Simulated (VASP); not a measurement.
# Ag (C2/c) in VASP: notebook

The runs below take Ag through single point, with revPBE.

All numbers are computed with VASP 6.6.1; they aren't measurements. Logs are shortened: lines on timing, memory, paths and dates and some standing lists are left out, and cuts for length are marked.

### Step 1. The cell of the first run

It takes space group C2/c (No. 15, monoclinic). Conventional cell: a = 3.028 Å, b = 5.237 Å, c = 5.025 Å, α = 90.00°, β = 90.27°, γ = 90.00°. Within 4.0 Å of Ag (site symmetry 2) lie 12 Ag at 3.02 to 3.07 Å.

This isn't the form of Ag at room conditions, which is fcc.

### Step 2. Single point, revPBE (19.92 Å³/atom)

INCAR

```
SYSTEM = Ag
PREC = Accurate
ENCUT = 500
EDIFF = 1E-6
ISMEAR = -1
SIGMA = 0.1
LREAL = .FALSE.
LASPH = .TRUE.
NELM = 120
ALGO = Normal
ISIF = 2
LWAVE = .FALSE.
LCHARG = .TRUE.
GGA = RE
LELF = .TRUE.
LVHAR = .TRUE.
NBANDS = 18
GGA_COMPAT = .FALSE.
```

KPOINTS

```
Automatic mesh
0
G
  16 16 7
  0 0 0
```

POSCAR

```
Ag
1.0
   -2.0330098906      1.6703828685      1.4920575232
    1.6703828685     -2.0330098906      1.4920575232
    3.8674697417      3.8674697417     -2.1562095784
Ag
2
Direct
    0.9580074387      0.0419925613      0.0000000000
    0.7919925613      0.2080074387      0.5000000000
```

Potentials or basis: VASP PAW PBE potentials, release 64 (Ag).

Launch:

```
cat potpaw_PBE.64/Ag/POTCAR > POTCAR
mpirun -np 1 vasp_std > vasp.out
```

OUTCAR:

```text
SYSTEM = Ag
   PREC = Accurate
   ENCUT = 500
   EDIFF = 1E-6
   ISMEAR = -1
   LREAL = .FALSE.
   LASPH = .TRUE.
   NELM = 120
   ISIF = 2
   GGA = RE

 ion  position               nearest neighbor table
   1  0.958  0.042  0.000-   2 3.05   2 3.05   2 3.06   2 3.06   2 3.07   2 3.07
   2  0.792  0.208  0.500-   1 3.05   1 3.05   1 3.06   1 3.06   1 3.07   1 3.07

  Warning from LATTYP: Got some problem with cell dimensions!
  Tried to take original basis but could not verify dimensions!
  LATTYP: Found a base centered monoclinic cell.
 ALAT       =     3.0278605193
 B/A-ratio  =     1.7297323418
 C/A-ratio  =     1.6596746740
 COS(beta)  =    -0.0046882982

  Lattice vectors:

 A1 = (  -2.0330098906,   1.6703828685,   1.4920575232)
 A2 = (   1.6703828685,  -2.0330098906,   1.4920575232)
 A3 = (   3.5048427196,   3.5048427196,   0.8279054680)

Analysis of symmetry for initial positions (statically):
=====================================================================
 Subroutine PRICEL returns:
 Original cell was already a primitive cell.

 Routine SETGRP: Setting up the symmetry group for a
 base centered monoclinic supercell.

 Subroutine GETGRP returns: Found  4 space group operations
 (whereof  2 operations were pure point group operations)
 out of a pool of  4 trial point group operations.

The static configuration has the point symmetry C_2 .
 The point group associated with its full space group is C_2h.

Analysis of symmetry for dynamics (positions and initial velocities):
=====================================================================
 Subroutine PRICEL returns:
 Original cell was already a primitive cell.

 Routine SETGRP: Setting up the symmetry group for a
 base centered monoclinic supercell.

 Subroutine GETGRP returns: Found  4 space group operations
 (whereof  2 operations were pure point group operations)
 out of a pool of  4 trial point group operations.

The dynamic configuration has the point symmetry C_2 .
 The point group associated with its full space group is C_2h.

 Subroutine INISYM returns: Found  4 space group operations
 (whereof  2 operations are pure point group operations),
 and found     1 'primitive' translations

----------------------------------------------------------------------------------------

[... 87 lines left out ...]
   LNONCOLLINEAR =      F non collinear calculations
   LSORBIT =      F    spin-orbit coupling
   LASPH  =      T    aspherical Exc in radial PAW
   ENCUT  =  500.0 eV  36.75 Ry    6.06 a.u.   5.51  5.51 10.72*2*pi/ulx,y,z
   NELM   =    120;   NELMIN=  2; NELMDL= -5     # of ELM steps
   EDIFF  = 0.1E-05   stopping-criterion for ELM
   LREAL  =      F    real-space projection
   EDIFFG = 0.1E-04   stopping-criterion for IOM
   NSW    =      0    number of steps for IOM
   IBRION =     -1    ionic relax: 0-MD 1-quasi-New 2-CG
   NFREE  =      0    steps in history (QN), initial steepest desc. (CG)
   ISIF   =      2    stress and relaxation
   ISYM   =      2    0-nonsym 1-usesym 2-fastsym
   POTIM  = 0.5000    time-step for ionic-motion
   TEBEG  =    0.0;   TEEND  =   0.0 temperature during run
   PSTRESS=    0.0 pullay stress
   NELECT =      22.0000    total number of electrons
   NUPDOWN=      -1.0000    fix difference up-down
   EMIN   =  10.00;   EMAX   =-10.00  energy-range for DOS
   EFERMI =   0.00;   METHOD = LEGACY
   ISMEAR =    -1;   SIGMA  =   0.10  broadening in eV -4-tet -1-fermi 0-gaus
   EFERMI_NEDOS =   21; number of points for ismear=-14 and -15
   IALGO  =     38    algorithm
   IMIX   =      4    mixing-type and parameters
     AMIX     =   0.40;   BMIX     =  1.00
     AMIX_MAG =   1.60;   BMIX_MAG =  1.00
  volume/ion in A,a.u.               =      19.92       134.44
  Fermi-wavevector in a.u.,A,eV,Ry     =   1.343046  2.537989 24.541808  1.803772
  Thomas-Fermi vector in A             =   2.471151
   LORBIT       =      0    0 simple, 1 ext, 2 COOP (PROOUT), +10 PAW based schemes
   GGA     = RE    functional components
   LHFCALC =     F    Hartree Fock is set to
   AEXX    =    0.0000 exact exchange contribution
   IVDW    =     0    specifies the selected vdW correction
   LEPSILON=     F    determine dielectric tensor
   LRPA    =     F    only Hartree local field effects (RPA)
 non-spin polarized calculation
  energy-cutoff  :      500.00
  volume of cell :       39.85
 maximum number of plane-waves:      1038
 NGX is ok and might be reduce to    24
   NGX = 11   NGY = 11   NGZ = 21

 number of electron      22.0000004 magnetization

 Free energy of the ion-electron system (eV)
  ---------------------------------------------------
  ext. energy  EPLUGINS =         0.00000000
  ---------------------------------------------------
  free energy    TOTEN  =        -4.54910643 eV

  energy without entropy =       -4.52933381  energy(sigma->0) =       -4.53922012

 E-fermi :   6.5985     XC(G=0): -11.1969

 val. band max:        6.5867571624   @ k =   0.5000   0.0625   0.2857
 cond. band min:       6.5997224435   @ k =  -0.3125   0.5000   0.1429
 fundamental gap:      0.0129652811
 Fermi energy:         6.5985410150

 k-point     1 :       0.0000    0.0000    0.0000
  band No.  band energies     occupation
      1      -0.1133      2.00000
      2       1.0200      2.00000
      3       2.1806      2.00000
      4       2.3007      2.00000
      5       2.3112      2.00000
      6       2.4680      2.00000
[... 481 lines left out ...]
      5       2.3463      2.00000
      6       2.4576      2.00000
[... 10 lines left out ...]
     17      23.2147      0.00000
     18      24.1834      0.00000

 [... further k-points ...]

------------------------ aborting loop because EDIFF is reached ----------------------------------------

  FORCE on cell =-STRESS in cart. coord.  units (eV):
  Direction    XX          YY          ZZ          XY          YZ          ZX
  --------------------------------------------------------------------------------------
  -------------------------------------------------------------------------------------
  Total       -1.1829779     -1.1829779     -1.1316635     -0.0956161     -0.0410968     -0.0410968
  in kB      -47.5677408    -47.5677408    -45.5043802     -3.8447407     -1.6525087     -1.6525095
  external PRESSURE =     -46.8799539 kB  Pullay stress =       0.0000000 kB

 VOLUME and BASIS-vectors are now :
 -----------------------------------------------------------------------------
  energy-cutoff  :      500.00
  volume of cell :       39.85
      direct lattice vectors                 reciprocal lattice vectors
    -2.033009891  1.670382868  1.492057523    -0.034807106  0.235215563  0.359461182
     1.670382868 -2.033009891  1.492057523     0.235215563 -0.034807106  0.359461182
     3.867469742  3.867469742 -2.156209578     0.138678981  0.138678981  0.033704294

 POSITION                                       TOTAL-FORCE (eV/Angst)
 -----------------------------------------------------------------------------------
     -1.87749      1.51487      1.49206        -0.001463      0.001463      0.000000
      0.67106      2.83378      0.41395         0.001463     -0.001463     -0.000000
 -----------------------------------------------------------------------------------
    total drift:                               -0.000000      0.000000     -0.000000

  FREE ENERGIE OF THE ION-ELECTRON SYSTEM (eV)
  ---------------------------------------------------
  free  energy   TOTEN  =        -4.5491064320 eV

  energy  without entropy=       -4.5293338138  energy(sigma->0) =       -4.53922012
```

OSZICAR:

```text
N       E                     dE             d eps       ncg     rms          rms(c)
DAV:   1     0.121003211924E+03    0.12100E+03   -0.11025E+04 17332   0.113E+03
DAV:   2    -0.293500721667E+01   -0.12394E+03   -0.11719E+03 17942   0.254E+02
DAV:   3    -0.486618077759E+01   -0.19312E+01   -0.19251E+01 19956   0.359E+01
DAV:   4    -0.487270412911E+01   -0.65234E-02   -0.65228E-02 18830   0.209E+00
DAV:   5    -0.487276838501E+01   -0.64256E-04   -0.64255E-04 18908   0.221E-01    0.481E+00
DAV:   6    -0.455530011110E+01    0.31747E+00   -0.88372E-01 18028   0.971E+00    0.350E+00
DAV:   7    -0.455069915214E+01    0.46010E-02   -0.10136E-02 18348   0.866E-01    0.211E+00
DAV:   8    -0.454905409130E+01    0.16451E-02   -0.19469E-03 18348   0.390E-01    0.766E-02
DAV:   9    -0.454908705602E+01   -0.32965E-04   -0.24182E-05 19420   0.343E-02    0.433E-02
DAV:  10    -0.454910590439E+01   -0.18848E-04   -0.14149E-05 19024   0.338E-02    0.568E-03
DAV:  11    -0.454910643200E+01   -0.52761E-06   -0.17688E-07 10896   0.382E-03
   1 F= -.45491064E+01 E0= -.45392201E+01  d E =-.197726E-01
```

stdout:

```text
POSCAR found type information on POSCAR Ag
 POSCAR found :  1 types and       2 ions
 scaLAPACK will be used
 -----------------------------------------------------------------------------
|                                                                             |
|                                                                             |
|     You enforced a specific xc type in the INCAR file but a different       |
|     I HOPE YOU KNOW WHAT YOU ARE DOING!                                     |
|                                                                             |
 -----------------------------------------------------------------------------

 LDA part: xc-table for (Slater+PW92), standard interpolation
 POSCAR, INCAR and KPOINTS ok, starting setup
 FFT: planning ... GRIDC
 FFT: planning ... GRID_SOFT
 FFT: planning ... GRID
 WAVECAR not read
 entering main loop
```

Wall time 3.1 min (1 thread of Oxide Virtual Turin-like, shared host); peak memory 0.35 GiB.

Results:

- Free energy: -4.5491 eV
- Pressure: -4.7 GPa
- Band gap on the k mesh: zero (bands 11 and 12 overlap by 6.50 eV)

Forces in eV/Å, atoms in the order of the input:
```
Ag  -0.001  0.001  0.000
Ag   0.001 -0.001  0.000
```

Levels at points of the mesh, in eV from the Fermi level:
| k point | band 9 | band 10 | band 11 | band 12 | band 13 | band 14 |
| --- | --- | --- | --- | --- | --- | --- |
| (0.00, 0.00, 0.00) | -3.80 | -3.08 | -3.08 | -0.12 | 2.59 | 15.23 |
| (0.50, 0.00, 0.00) | -2.90 | -2.89 | 0.92 | 0.96 | 3.75 | 3.81 |
| (0.50, 0.50, 0.00) | -2.95 | -2.86 | 0.20 | 1.27 | 6.11 | 6.45 |

Caveat: the cell stands under tension; the PAW data sets were made with another functional, which shifts forces and pressure a little.

### Step 3. Single point, revPBE (20.66 Å³/atom)

This run uses another cell than the first one, of 20.66 Å³/atom.

INCAR

```
SYSTEM = Ag
  PREC = Accurate
  ENCUT = 500
  EDIFF = 1E-6
  ISMEAR = -1
  SIGMA = 0.1
  LREAL = .FALSE.
  LASPH = .TRUE.
  NELM = 120
  ALGO = Normal
  ISIF = 2
  LWAVE = .FALSE.
  LCHARG = .FALSE.
  GGA = RE
  NBANDS = 18
  GGA_COMPAT = .FALSE.
```

KPOINTS is that of step 2.

POSCAR

```
Ag
1.0
   -2.0578051378      1.6907553991      1.5102551401
    1.6907553991     -2.0578051378      1.5102551401
    3.9146386556      3.9146386556     -2.1825074089
Ag
2
Direct
    0.9580074387      0.0419925613      0.0000000000
    0.7919925613      0.2080074387      0.5000000000
```

Potentials or basis: VASP PAW PBE potentials, release 64 (Ag).

Launch:

```
cat potpaw_PBE.64/Ag/POTCAR > POTCAR
mpirun -np 1 vasp_std > vasp.out
```

Wall time 3.1 min (1 thread of Oxide Virtual Turin-like, shared host); peak memory 0.36 GiB.

The run converged. Its results:

```
Free energy            : -4.4987 eV
Pressure               : -6.2 GPa
Band gap on the k mesh : zero (bands 11 and 12 overlap by 6.40 eV)
```

Stress tensor (GPa, compression positive):
```
-6.30 -0.31 -0.15
-0.31 -6.30 -0.15
-0.15 -0.15 -6.14
```

Levels at points of the mesh, in eV from the Fermi level:
```
           k point  band 7  band 8  band 9  band 10  band 11  band 12  band 13  band 14  band 15  band 16
(0.00, 0.00, 0.00)   -4.05   -3.75   -3.75    -3.08    -3.07    -0.04     2.43    15.08    16.30    16.31
(0.50, 0.00, 0.00)   -3.09   -3.08   -2.90    -2.90     0.96     1.00     3.56     3.63    12.24    12.24
(0.50, 0.50, 0.00)   -3.45   -2.97   -2.95    -2.86     0.21     1.19     5.96     6.31     7.69     9.08
```

Caveat: the cell stands under tension; the PAW data sets were made with another functional, which shifts forces and pressure a little.

### Step 4. Single point, revPBE

This run uses another cell than the first one, of 18.45 Å³/atom.

INCAR

```
SYSTEM = Ag
PREC = Accurate
ENCUT = 500
EDIFF = 1E-6
ISMEAR = -1
SIGMA = 0.1
LREAL = .False.
LASPH = .True.
NELM = 120
ALGO = Normal
ISIF = 2
LWAVE = .False.
LCHARG = .False.
GGA = RE
NBANDS = 18
ISYM = 0
GGA_COMPAT = .False.
```

KPOINTS

```
Automatic mesh
0
Gamma
  13 13 9
  0 0 0
```

POSCAR

```
Ag
1.0
   -1.9815189940      1.6280763790      1.4542675548
    1.6280763790     -1.9815189940      1.4542675548
    3.7695167089      3.7695167089     -2.1015983515
Ag
2
Direct
    0.9580074387      0.0419925613      0.0000000000
    0.7919925613      0.2080074387      0.5000000000
```

Launch:

```
cat potpaw_PBE.64/Ag/POTCAR > POTCAR
mpirun -np 1 vasp_std > vasp.out
```

Wall time 3.2 min (1 thread of Oxide Virtual Turin-like, shared host); peak memory 0.45 GiB.

Results (log left out):

| Item | Value |
| --- | --- |
| Free energy | -4.5990 eV |
| Pressure | 0.0 GPa |
| Band gap on the k mesh | zero (bands 11 and 12 overlap by 6.58 eV) |

Forces in eV/Å, atoms in the order of the input:
```
Ag  -0.002  0.002  0.000
Ag   0.002 -0.002  0.000
```

Levels at points of the mesh, in eV from the Fermi level:
```csv
k point,band 7,band 8,band 9,band 10,band 11,band 12,band 13,band 14,band 15,band 16
"(0.00, 0.00, 0.00)",-4.37,-4.00,-3.99,-3.17,-3.17,-0.36,2.90,15.45,16.84,17.46
```

Caveat: the PAW data sets were made with another functional, which shifts forces and pressure a little.

### Step 5. The runs side by side

```csv
cell,k mesh,gap on the mesh (eV),pressure (GPa)
"a = 3.025, b = 3.025, c = 5.879 Å, angles 105.1, 105.1, 119.9°, 2 atoms",16 × 16 × 7,none,-4.7
"a = 3.062, b = 3.062, c = 5.951 Å, angles 105.1, 105.1, 119.9°, 2 atoms",16 × 16 × 7,none,-6.2
"a = 2.948, b = 2.948, c = 5.730 Å, angles 105.1, 105.1, 119.9°, 2 atoms",13 × 13 × 9,none,0.0
```

Alike in all rows: task single point; level revPBE; potentials or basis VASP PAW PBE potentials, release 64 (Ag); no spin polarisation; cutoff (eV) 500; smearing fermi-dirac 0.1 eV.

Caveats: the PAW data sets were made with another functional, which shifts forces and pressure a little; the cell stands under tension (at least some runs).

Absolute energies hang on the potentials; compare differences alone.
